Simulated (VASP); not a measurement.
# TaWC2 (R-3m) in VASP: notebook

Runs on TaWC2. Level: PBE. Tasks: single point.

All numbers are computed with VASP 6.6.1; they aren't measurements. Logs are shortened: lines on timing, memory, paths and dates and some standing lists are left out, and cuts for length are marked.

### 1 The cell of the first run

The structure is trigonal, space group R-3m (No. 166). Conventional cell: a = 3.144 Å, b = 3.144 Å, c = 15.305 Å, α = 90.00°, β = 90.00°, γ = 120.00°. Within 2.9 Å of Ta (site symmetry -3m) lie 6 C at 2.23 Å. Within 2.9 Å of W (site symmetry -3m) lie 6 C at 2.21 Å. Within 2.9 Å of C (site symmetry 3m) lie 3 W at 2.21 Å and 3 Ta at 2.23 Å.

### 2 Single point, PBE

The input, INCAR:

```
PREC = Accurate
ENCUT = 520
EDIFF = 1E-6
ISMEAR = 0
SIGMA = 0.1
LREAL = False
LASPH = True
NELM = 100
ALGO = Normal
ISIF = 2
LWAVE = False
LCHARG = False
GGA = PE
NBANDS = 24
```

The input, KPOINTS:

```
regular mesh
0
Gamma
  6 6 6
```

The input, POSCAR:

```
TaWC2
1.0
    1.5718551700      0.9075110100      5.1016197200
   -1.5718551700      0.9075110100      5.1016197200
    0.0000000000     -1.8150220200      5.1016197200
Ta W C
1 1 2
Direct
    0.5000000000      0.5000000000      0.5000000000
    0.0000000000      0.0000000000      0.0000000000
    0.7490670100      0.7490670100      0.7490670100
    0.2509329900      0.2509329900      0.2509329900
```

Potentials or basis: VASP PAW PBE potentials, release 64 (Ta_pv, W_sv, C).

Launch:

```bash
$ cat potpaw_PBE.64/Ta_pv/POTCAR potpaw_PBE.64/W_sv/POTCAR potpaw_PBE.64/C/POTCAR > POTCAR
$ mpirun -np 1 vasp_std > vasp.out
```

OUTCAR:

```text
PREC = Accurate
   ENCUT = 520
   EDIFF = 1E-6
   ISMEAR = 0
   LREAL = False
   LASPH = True
   NELM = 100
   ISIF = 2
   GGA = PE

 ion  position               nearest neighbor table
   1  0.500  0.500  0.500-   4 2.23   4 2.23   3 2.23   3 2.23   4 2.23   3 2.23   2 3.13   2 3.13
                             2 3.13   2 3.13   2 3.13   2 3.13
   2  0.000  0.000  0.000-   3 2.21   3 2.21   4 2.21   4 2.21   3 2.21   4 2.21   1 3.13   1 3.13
                             1 3.13   1 3.13   1 3.13   1 3.13
   3  0.749  0.749  0.749-   2 2.21   2 2.21   2 2.21   1 2.23   1 2.23   1 2.23
   4  0.251  0.251  0.251-   2 2.21   2 2.21   2 2.21   1 2.23   1 2.23   1 2.23

  LATTYP: Found a trigonal (rhomboedric) cell.
 ALAT       =     5.4148710674
 COS(alpha) =     0.8314693817

  Lattice vectors:

 A1 = (   1.5718551700,   0.9075110100,   5.1016197200)
 A2 = (  -1.5718551700,   0.9075110100,   5.1016197200)
 A3 = (   0.0000000000,  -1.8150220200,   5.1016197200)

Analysis of symmetry for initial positions (statically):
=====================================================================
 Subroutine PRICEL returns:
 Original cell was already a primitive cell.

 Routine SETGRP: Setting up the symmetry group for a
 trigonal (rhombohedral) supercell.

 Subroutine GETGRP returns: Found 12 space group operations
 (whereof 12 operations were pure point group operations)
 out of a pool of 12 trial point group operations.

The static configuration has the point symmetry D_3d.

Analysis of symmetry for dynamics (positions and initial velocities):
=====================================================================
 Subroutine PRICEL returns:
 Original cell was already a primitive cell.

 Routine SETGRP: Setting up the symmetry group for a
 trigonal (rhombohedral) supercell.

 Subroutine GETGRP returns: Found 12 space group operations
 (whereof 12 operations were pure point group operations)
 out of a pool of 12 trial point group operations.

The dynamic configuration has the point symmetry D_3d.

 Subroutine INISYM returns: Found 12 space group operations
 (whereof 12 operations are pure point group operations),
 and found     1 'primitive' translations

----------------------------------------------------------------------------------------

                                     Primitive cell

  volume of cell :      43.6640

  direct lattice vectors                    reciprocal lattice vectors
     1.571855170  0.907511010  5.101619720     0.318095464  0.183652501  0.065338726
    -1.571855170  0.907511010  5.101619720    -0.318095464  0.183652501  0.065338726
     0.000000000 -1.815022020  5.101619720     0.000000000 -0.367305002  0.065338726

  length of vectors
     5.414871067  5.414871067  5.414871070     0.373071192  0.373071192  0.373071191

  position of ions in fractional coordinates (direct lattice)
     0.500000000  0.500000000  0.500000000
     0.000000000  0.000000000  0.000000000
     0.749067010  0.749067010  0.749067010
     0.250932990  0.250932990  0.250932990

  ion indices of the primitive-cell ions
   primitive index   ion index
                 1           1
                 2           2
                 3           3
                 4           4

----------------------------------------------------------------------------------------

 KPOINTS: regular mesh

Automatic generation of k-mesh.
 Grid dimensions read from file:
 generate k-points for:    6    6    6

 Generating k-lattice:

  Cartesian coordinates                     Fractional coordinates (reciprocal lattice)
     0.053015911  0.030608750  0.010889788     0.166666667  0.000000000  0.000000000
    -0.053015911  0.030608750  0.010889788     0.000000000  0.166666667  0.000000000
     0.000000000 -0.061217500  0.010889788     0.000000000  0.000000000  0.166666667

  Length of vectors
     0.062178532  0.062178532  0.062178532

  Shift w.r.t. Gamma in fractional coordinates (k-lattice)
     0.000000000  0.000000000  0.000000000

 Subroutine IBZKPT returns following result:
 ===========================================

 Found     32 irreducible k-points:

 Following reciprocal coordinates:
            Coordinates               Weight
  0.000000  0.000000  0.000000      1.000000
  0.166667  0.000000 -0.000000      6.000000
  0.333333 -0.000000 -0.000000      6.000000
  0.500000  0.000000  0.000000      3.000000
  0.166667  0.166667 -0.000000      6.000000
  0.333333  0.166667  0.000000     12.000000
[... 16 lines left out ...]
  0.500000  0.500000  0.166667      6.000000
 -0.333333  0.500000  0.166667     12.000000
 [... further k-points ...]
   k-points           NKPTS =     32   k-points in BZ     NKDIM =     32   number of bands    NBANDS=     24
   number of dos      NEDOS =    301   number of ions     NIONS =      4
   total plane-waves  NPLWV =  64000
   dimension x,y,z NGX =    40 NGY =   40 NGZ =   40
   dimension x,y,z NGXF=    80 NGYF=   80 NGZF=   80
   ions per type =               1   1   2
   NGX,Y,Z   is equivalent  to a cutoff of  12.28, 12.28, 12.28 a.u.
   NGXF,Y,Z  is equivalent  to a cutoff of  24.56, 24.56, 24.56 a.u.
 SYSTEM =  unknown system
   PREC   = accura    normal or accurate (medium, high low for compatibility)
   ISTART =      0    job   : 0-new  1-cont  2-samecut
   ICHARG =      2    charge: 1-file 2-atom 10-const
   ISPIN  =      1    spin polarized calculation?
   LNONCOLLINEAR =      F non collinear calculations
   LSORBIT =      F    spin-orbit coupling
   LASPH  =      T    aspherical Exc in radial PAW
   ENCUT  =  520.0 eV  38.22 Ry    6.18 a.u.  10.07 10.07 10.07*2*pi/ulx,y,z
   NELM   =    100;   NELMIN=  2; NELMDL= -5     # of ELM steps
   EDIFF  = 0.1E-05   stopping-criterion for ELM
   LREAL  =      F    real-space projection
   EDIFFG = 0.1E-04   stopping-criterion for IOM
   NSW    =      0    number of steps for IOM
   IBRION =     -1    ionic relax: 0-MD 1-quasi-New 2-CG
   NFREE  =      0    steps in history (QN), initial steepest desc. (CG)
   ISIF   =      2    stress and relaxation
   ISYM   =      2    0-nonsym 1-usesym 2-fastsym
   POTIM  = 0.5000    time-step for ionic-motion
   TEBEG  =    0.0;   TEEND  =   0.0 temperature during run
   PSTRESS=    0.0 pullay stress
   NELECT =      33.0000    total number of electrons
   NUPDOWN=      -1.0000    fix difference up-down
   EMIN   =  10.00;   EMAX   =-10.00  energy-range for DOS
   EFERMI =   0.00;   METHOD = LEGACY
   ISMEAR =     0;   SIGMA  =   0.10  broadening in eV -4-tet -1-fermi 0-gaus
   EFERMI_NEDOS =   21; number of points for ismear=-14 and -15
   IALGO  =     38    algorithm
   IMIX   =      4    mixing-type and parameters
     AMIX     =   0.40;   BMIX     =  1.00
     AMIX_MAG =   1.60;   BMIX_MAG =  1.00
  volume/ion in A,a.u.               =      10.92        73.66
  Fermi-wavevector in a.u.,A,eV,Ry     =   1.491208  2.817974 30.255293  2.223701
  Thomas-Fermi vector in A             =   2.603892
   LORBIT       =      0    0 simple, 1 ext, 2 COOP (PROOUT), +10 PAW based schemes
   GGA     = PE    functional components
   LHFCALC =     F    Hartree Fock is set to
   AEXX    =    0.0000 exact exchange contribution
   IVDW    =     0    specifies the selected vdW correction
   LEPSILON=     F    determine dielectric tensor
   LRPA    =     F    only Hartree local field effects (RPA)
 non-spin polarized calculation
 Gauss-broadening in eV      SIGMA  =   0.10
  energy-cutoff  :      520.00
  volume of cell :       43.66
 maximum number of plane-waves:      1190
   NGX = 21   NGY = 21   NGZ = 21

 number of electron      33.0000000 magnetization

 Free energy of the ion-electron system (eV)
  ---------------------------------------------------
  ext. energy  EPLUGINS =         0.00000000
  ---------------------------------------------------
  free energy    TOTEN  =       -43.78229415 eV

  energy without entropy =      -43.77361639  energy(sigma->0) =      -43.77795527

 E-fermi :  10.3381     XC(G=0): -13.3961

 val. band max:       10.2936929849   @ k =   0.3333  -0.0000  -0.0000
 cond. band min:      10.4219242114   @ k =   0.3333   0.1667   0.1667
 fundamental gap:      0.1282312265
 Fermi energy:        10.3381145461

 k-point     1 :       0.0000    0.0000    0.0000
  band No.  band energies     occupation
      1     -65.0819      2.00000
      2     -29.3208      2.00000
      3     -29.1612      2.00000
      4     -29.1612      2.00000
      5     -25.4457      2.00000
      6     -25.0998      2.00000
[... 16 lines left out ...]
     23      13.2456      0.00000
     24      15.3179      0.00000

 k-point     2 :       0.1667    0.0000   -0.0000
  band No.  band energies     occupation
      1     -65.0767      2.00000
      2     -29.2998      2.00000
      3     -29.2589      2.00000
      4     -29.1839      2.00000
      5     -25.4292      2.00000
      6     -25.2418      2.00000
[... 16 lines left out ...]
     23      13.6697      0.00000
     24      16.8324      0.00000

 k-point     3 :       0.3333   -0.0000   -0.0000
  band No.  band energies     occupation
      1     -65.0667      2.00000
      2     -29.4500      2.00000
      3     -29.2574      2.00000
      4     -29.2291      2.00000
      5     -25.5156      2.00000
      6     -25.3951      2.00000
[... 16 lines left out ...]
     23      15.0443      0.00000
     24      16.6151      0.00000
[... 514 lines left out ...]
 k-point    23 :       0.5000    0.5000    0.1667
  band No.  band energies     occupation
      1     -65.0667      2.00000
      2     -29.4542      2.00000
      3     -29.2585      2.00000
      4     -29.2298      2.00000
      5     -25.5069      2.00000
      6     -25.3929      2.00000
[... 16 lines left out ...]
     23      16.2578      0.00000
     24      17.2373      0.00000

 k-point    24 :      -0.3333    0.5000    0.1667
  band No.  band energies     occupation
      1     -65.0617      2.00000
      2     -29.4994      2.00000
      3     -29.3029      2.00000
      4     -29.2410      2.00000
      5     -25.5685      2.00000
      6     -25.3691      2.00000
[... 16 lines left out ...]
     23      16.6225      0.00000
     24      16.9914      0.00000

 [... further k-points ...]

------------------------ aborting loop because EDIFF is reached ----------------------------------------

  FORCE on cell =-STRESS in cart. coord.  units (eV):
  Direction    XX          YY          ZZ          XY          YZ          ZX
  --------------------------------------------------------------------------------------
  -------------------------------------------------------------------------------------
  Total       -0.6578244     -0.6578245     -0.0777228      0.0000000      0.0000000     -0.0000000
  in kB      -24.1377525    -24.1377527     -2.8519065      0.0000000      0.0000000     -0.0000000
  external PRESSURE =     -17.0424706 kB  Pullay stress =       0.0000000 kB

 VOLUME and BASIS-vectors are now :
 -----------------------------------------------------------------------------
  energy-cutoff  :      520.00
  volume of cell :       43.66
      direct lattice vectors                 reciprocal lattice vectors
     1.571855170  0.907511010  5.101619720     0.318095464  0.183652501  0.065338726
    -1.571855170  0.907511010  5.101619720    -0.318095464  0.183652501  0.065338726
     0.000000000 -1.815022020  5.101619720     0.000000000 -0.367305002  0.065338726

 POSITION                                       TOTAL-FORCE (eV/Angst)
 -----------------------------------------------------------------------------------
      0.00000      0.00000      7.65243        -0.000000      0.000000     -0.000000
      0.00000      0.00000      0.00000         0.000000     -0.000000     -0.000000
      0.00000      0.00000     11.46437         0.000000      0.000000     -0.137281
      0.00000      0.00000      3.84049         0.000000     -0.000000      0.137281
 -----------------------------------------------------------------------------------
    total drift:                               -0.000000     -0.000000     -0.000000

  FREE ENERGIE OF THE ION-ELECTRON SYSTEM (eV)
  ---------------------------------------------------
  free  energy   TOTEN  =       -43.7822941533 eV

  energy  without entropy=      -43.7736163892  energy(sigma->0) =      -43.77795527
```

Wall time 34 s (1 thread of Intel Xeon 6975P-C (Granite Rapids), shared host); peak memory 0.26 GiB.

What came out:

```
Free energy            : -43.7823 eV
Pressure               : -1.7 GPa
Largest force          : 0.137 eV/Å
Band gap on the k mesh : zero (an odd number of electrons rules out a gap without spin polarisation)
```

Forces in eV/Å, atoms in the order of the input:
```
Ta   0.000  0.000  0.000
W    0.000  0.000  0.000
C    0.000  0.000 -0.137
C    0.000  0.000  0.137
```

Caveat: the k points lie up to 0.39 Å⁻¹ apart, too coarse for converged energies and pressures of a metal; spin-orbit coupling is left out, which moves the levels of the heavy elements.

### 3 Single point, PBE

This run uses another cell than the first one, of 10.83 Å³/atom.

The input, INCAR:

```
SYSTEM = TaWC2
  ALGO = Normal
  EDIFF = 1E-6
  ENCUT = 520
  GGA = PE
  ISIF = 2
  ISMEAR = 0
  LASPH = .TRUE.
  LCHARG = .FALSE.
  LREAL = .FALSE.
  LWAVE = .FALSE.
  NBANDS = 24
  NELM = 100
  PREC = Accurate
  SIGMA = 0.1
```

The input, KPOINTS:

```
k-points
0
G
  18 18 18
  0 0 0
```

The input, POSCAR:

```
TaWC2
1.0
    1.5659623602      0.9041087902      5.1002153756
   -1.5659623602      0.9041087902      5.1002153756
    0.0000000000     -1.8082175804      5.1002153756
Ta W C
1 1 2
Direct
    0.5000000000      0.5000000000      0.5000000000
    0.0000000000      0.0000000000      0.0000000000
    0.7487914313      0.7487914313      0.7487914313
    0.2512085687      0.2512085687      0.2512085687
```

Potentials or basis: VASP PAW PBE potentials, release 64 (Ta_pv, W_sv, C).

Launch:

```bash
$ cat potpaw_PBE.64/Ta_pv/POTCAR potpaw_PBE.64/W_sv/POTCAR potpaw_PBE.64/C/POTCAR > POTCAR
$ mpirun -np 1 vasp_std > vasp.out
```

Run time: 8.6 min. Hardware: 1 thread of Intel Xeon 6975P-C (Granite Rapids), shared host; peak memory 0.74 GiB.

The run converged. Its results:

| Item | Value |
| --- | --- |
| Free energy | -43.8172 eV |
| Pressure | 0.8 GPa |
| Largest force | 0.008 eV/Å |
| Band gap on the k mesh | zero (an odd number of electrons rules out a gap without spin polarisation) |

Forces in eV/Å, atoms in the order of the input:
```
Ta   0.000  0.000  0.000
W    0.000  0.000  0.000
C    0.000  0.000 -0.008
C    0.000  0.000  0.008
```

Levels at points of the mesh, in eV from the Fermi level:
| k point | band 13 | band 14 | band 15 | band 16 | band 17 | band 18 | band 19 | band 20 |
| --- | --- | --- | --- | --- | --- | --- | --- | --- |
| (0.00, 0.00, 0.00) | -2.19 | -2.19 | -2.10 | -0.84 | -0.84 | -0.81 | -0.24 | -0.24 |
| (0.50, 0.00, 0.00) | -5.53 | -4.88 | -4.47 | -1.32 | -0.79 | 1.46 | 2.16 | 3.15 |
| (0.50, 0.50, 0.00) | -5.19 | -5.16 | -2.21 | -2.17 | 1.22 | 1.64 | 1.81 | 2.53 |
| (0.50, 0.50, 0.50) | -5.05 | -4.37 | -4.37 | -0.98 | -0.98 | 0.19 | 0.19 | 0.24 |

Caveat: spin-orbit coupling is left out, which moves the levels of the heavy elements.
